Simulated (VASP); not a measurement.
PbSe:

```
Pb Se
1.0
     0.00000    3.04864    3.04864
     3.04864    0.00000    3.04864
     3.04864    3.04864    0.00000
Pb Se
1 1
Direct
  0.00000 0.00000 0.00000
  0.25000 0.25000 0.25000
```

- Program: VASP 6.6.1
- Task: relaxation of cell and atoms
- Functional: PBEsol
- Potentials or basis: VASP PAW PBE potentials, release 64 (Pb_d, Se)
- Cutoff: 500 eV
- k mesh: 6 × 6 × 6
- Occupations: fermi-dirac, width 0.03 eV
- Spin: no spin polarisation

At the start: pressure 20.5 GPa; volume 28.33 Å³/atom.

**Question.** How do energy, volume and symmetry change on relaxing?

**Answer.** Over 5 steps the energy falls by 533.0 meV/atom and the volume is 39.01 Å³/atom (+37.7 %); space group F-43m (No. 216, to 0.05 Å).

Step by step:
```csv
step,energy change (eV),largest force (eV/Å),pressure (GPa),volume (Å³)
1,0.0000,0.0000,20.55,56.67
2,-0.8613,0.0000,-4.09,92.00
3,-1.0659,0.0000,0.08,77.86
4,-1.0658,0.0000,-0.12,78.33
5,-1.0659,0.0000,0.02,78.01
```

Final structure:
```
Pb Se
1.0
     0.00000    3.39136    3.39136
     3.39136    0.00000    3.39136
     3.39136    3.39136    0.00000
Pb Se
1 1
Direct
  0.00000 0.00000 0.00000
  0.25000 0.25000 0.25000
```

Caveat: the volume moved by over 15 % at a fixed basis, so the end points are rough; the PAW data sets were made with another functional, which shifts forces and pressure a little.
